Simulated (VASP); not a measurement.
# Ta16H (a cell with a defect): single point with PBE

Ta16H (a cell with a defect):

```
Ta H
1.0
     6.62000    0.00000    0.00000
     0.00000    6.62000    0.00000
     0.00000    0.00000    6.62000
Ta H
16 1
Direct
  0.00825 0.99110 0.01366
  0.50739 0.00656 0.98888
  0.00379 0.50633 0.00476
  0.98710 0.96847 0.50127
  0.26500 0.24304 0.24847
  0.50199 0.51814 0.02938
  0.49307 0.01151 0.50785
  0.73189 0.24468 0.26340
  0.98082 0.51684 0.49526
  0.27373 0.76032 0.26580
  0.25063 0.24372 0.73748
  0.51767 0.49234 0.51068
  0.72521 0.77427 0.25560
  0.77468 0.25773 0.72838
  0.23545 0.75458 0.80985
  0.73021 0.74077 0.75778
  0.99263 0.77766 0.22160
```

```
Program                : VASP 6.6.1
Task                   : single point
Functional             : PBE
Potentials or basis    : VASP PAW PBE potentials, release 64 (Ta_pv, H)
Cutoff                 : 520 eV
k mesh                 : 3 × 3 × 3
Occupations            : fermi-dirac, width 0.1 eV
Spin                   : no spin polarisation
Dipole correction      : no
Further INCAR settings : LREAL = Auto; ALGO = Normal; EDIFF = 1e-06; NBANDS = 102
```

The pressure is 8.3 GPa and the largest force is 4.107 eV/Å. The band gap on the k mesh is zero (an odd number of electrons rules out a gap without spin polarisation).

Forces in eV/Å, atoms in the order of the input:
```
Ta  -1.311  2.024 -0.480
Ta  -0.496  0.634  0.798
Ta  -0.663 -1.424  0.686
Ta   1.173  1.727  0.736
Ta  -0.870  0.887  0.479
Ta  -0.049 -1.464 -1.549
Ta   0.313 -0.492  0.686
Ta   1.918  0.531 -1.344
Ta   1.295 -0.815  0.545
Ta  -1.190 -0.740  0.133
Ta  -0.927  0.684  1.172
Ta  -1.825  0.563 -0.212
Ta  -0.314 -1.559  0.468
Ta  -0.780 -0.606  1.491
Ta   1.498 -0.573 -3.781
Ta   1.412  0.655  0.470
H    0.816 -0.033 -0.298
```

Stress tensor (GPa, compression positive):
```
10.08  0.01 -0.26
 0.01  8.10  0.72
-0.26  0.72  6.66
```

Levels at points of the mesh, in eV from the Fermi level:
```csv
k point,band 84,band 85,band 86,band 87,band 88,band 89,band 90,band 91,band 92,band 93
"(0.00, 0.00, 0.00)",0.43,0.52,0.56,0.66,0.75,0.80,0.87,0.99,1.08,1.10
```

Run time: 14 min on 1 thread of Intel(R) Xeon(R) Platinum 8488C (Sapphire Rapids) (shared host), peak memory 0.5 GiB.

Caveat: the atoms stand as in a frame of molecular dynamics; spin-orbit coupling is left out, which moves the levels of the heavy elements.
